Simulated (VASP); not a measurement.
SnS2, 3 atoms in the cell. The structure is trigonal, space group P-3m1 (No. 164). Conventional cell: a = 3.694 Å, b = 3.694 Å, c = 5.845 Å, α = 90.00°, β = 90.00°, γ = 120.00°. Within 3.4 Å of Sn (site symmetry -3m) lie 6 S at 2.60 Å. Within 3.4 Å of S (site symmetry 3m) lie 3 Sn at 2.60 Å. 

```yaml
Program: VASP 6.6.1
Task: relaxation of shape and atoms at fixed volume
Functional: PBE
Dispersion: D3(BJ)
Potentials_or_basis: VASP PAW PBE potentials, release 64 (Sn_d, S)
Cutoff: 500 eV
k_mesh: 12 × 12 × 6
Occupations: gaussian, width 0.01 eV
Spin: no spin polarisation
Dipole_correction: no
Further_INCAR_settings: ALGO = Normal; EDIFF = 1e-07; IBRION = 2; EDIFFG = -0.001; NSW = 80; ISIF = 4
```

Potentials or basis: VASP PAW PBE potentials, release 64 (Sn_d, S).

Command:

```bash
$ cat potpaw_PBE.64/Sn_d/POTCAR potpaw_PBE.64/S/POTCAR > POTCAR
$ mpirun -np 1 vasp_std > vasp.out
```

Hardware: 1 thread of Intel(R) Xeon(R) Platinum 8259CL CPU @ 2.50GHz (Skylake/Cascade Lake) (shared host).

Estimate the wall time of this run.

It took 8.7 min on 1 thread of Intel(R) Xeon(R) Platinum 8259CL CPU @ 2.50GHz (Skylake/Cascade Lake), with other jobs on the host, peak memory 0.27 GiB. Counts: scf iterations 67, k points 100, ion steps 9.
